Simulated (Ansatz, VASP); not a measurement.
**SnSe2: VASP beside Ansatz**

```xyz
3
Lattice="3.8251 0.0000 0.0000 -1.9126 3.3127 0.0000 0.0000 0.0000 6.2271" Properties=species:S:1:pos:R:3 pbc="T T T"
Sn    0.0000    0.0000    0.0000
Se    0.0000    2.2085    1.5759
Se    1.9126    1.1042    4.6511
```

Alike in both runs: task single point; functional PBE-based screened hybrid; k mesh 6 × 6 × 2; no spin polarisation.

```csv
,VASP,Ansatz
version,VASP 6.6.1,Ansatz 0.2.0
potentials or method,"VASP PAW PBE potentials, release 64 (Sn_d, Se)",plane waves
plane-wave cutoff (eV),400,420
occupations,"gaussian, width 0.01 eV",fixed
valence electrons in the cell,26,46
```

|  | VASP | Ansatz | Ansatz less VASP |
| --- | --- | --- | --- |
| gap on the k mesh at the Fermi level (eV) | 1.29 | 1.28 | -0.008 |
| pressure (GPa) | 0.5 | 0.6 | +0.13 |
| traceless stress, the component that is largest in VASP (GPa) | -0.15 | -0.13 | +0.017 |
| rms of the force components (eV/Å) | 0.063 | 0.059 | -0.0038 |

VASP's potentials were made for PBE, not for PBE-based screened hybrid. Atom by atom the forces differ by 0.004 eV/Å (rms over components). VASP's potentials hold 26 valence electrons a cell and Ansatz's 46, so a difference there can come from the potentials and not from the codes. Ansatz's warnings: stress exchange threshold loose, stress scf threshold loose.

The k mesh is coarse, so the values compare programs but aren't converged.
